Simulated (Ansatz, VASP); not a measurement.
ZrS2: VASP beside Ansatz

Contents of POSCAR:

```
ZrS2
1.0
    3.5641671124      0.0000000000      0.0000000000
   -1.7820835562      3.0866592627      0.0000000000
    0.0000000000      0.0000000000      5.9350537783
Zr S
1 2
Direct
    0.0000000000      0.0000000000      0.0000000000
    0.3333333333      0.6666666667      0.2515421988
    0.6666666667      0.3333333333      0.7484578012
```

File INCAR.step1:

```
SYSTEM = ZrS2
ALGO = Normal ; EDIFF = 1E-5
ENCUT = 550 ; GGA = PE
GGA_COMPAT = .FALSE. ; ISMEAR = 0
LASPH = .TRUE. ; LCHARG = .FALSE.
LREAL = .FALSE. ; LWAVE = .TRUE.
NBANDS = 19 ; NELM = 120
PREC = Accurate ; SIGMA = 0.01
```

INCAR.step2

```
SYSTEM = ZrS2
ALGO = Normal ; EDIFF = 1E-6
ENCUT = 550 ; GGA_COMPAT = .FALSE.
ISIF = 2 ; ISMEAR = 0
ISTART = 1 ; LASPH = .TRUE.
LCHARG = .FALSE. ; LMIXTAU = .TRUE.
LREAL = .FALSE. ; LWAVE = .FALSE.
METAGGA = R2SCAN ; NBANDS = 19
NELM = 120 ; PREC = Accurate
SIGMA = 0.01
```

Contents of KPOINTS:

```
k-points
0
G
  12 12 4
  0 0 0
```

Input for Ansatz:

```yaml
crystal:
  lattice:
    - [3.5641671124, 0.0, 0.0]
    - [-1.7820835562, 3.0866592627, 0.0]
    - [0.0, 0.0, 5.9350537783]
  atoms:
    - { symbol: Zr, position: [0.0, 0.0, 0.0] }
    - { symbol: S, position: [0.3333333333, 0.6666666667, 0.2515421988] }
    - { symbol: S, position: [0.6666666667, 0.3333333333, 0.7484578012] }
kpoints:
  mp_grid: { grid: [12, 12, 4] }
  band_path:
    path:
      - [0.0, 0.0, 0.0]
      - [0.5, 0.0, 0.0]
      - [0.3333333333, 0.3333333333, 0.0]
      - [0.0, 0.0, 0.5]
      - [0.5, 0.0, 0.5]
      - [0.3333333333, 0.3333333333, 0.5]
      - [0.0, 0.5, 0.5]
    npoints: 1
hamiltonian:
  xc: r2scan
scf:
  occupations: { method: fixed }
  n_extra_bands: 4
output:
  forces: true
  stress: true
  eigenvalues: true
```

Change from the starting cell: epitaxial_xy strain -3.0%.

Alike in both runs: task single point; functional r2SCAN; k mesh 12 × 12 × 4; no spin polarisation.

|  | VASP | Ansatz |
| --- | --- | --- |
| version | VASP 6.6.1 | Ansatz 0.2.0 |
| potentials or method | VASP PAW PBE potentials, release 64 (Zr_sv, S) | plane waves, PAW |
| plane-wave cutoff (eV) | 550 | 500 |
| occupations | gaussian, width 0.01 eV | fixed |
| valence electrons in the cell | 24 | 24 |

```tsv
	VASP	Ansatz	Ansatz less VASP
gap on the k mesh at the Fermi level (eV)	0.95	0.95	+0.002
pressure (GPa)	4.6	4.7	+0.04
traceless stress, the component that is largest in VASP (GPa)	-3.71	-3.73	-0.027
rms of the force components (eV/Å)	0.021	0.021	+0.0005
```

VASP's potentials were made for PBE, not for r2SCAN. Atom by atom the forces differ by 0.000 eV/Å (rms over components).
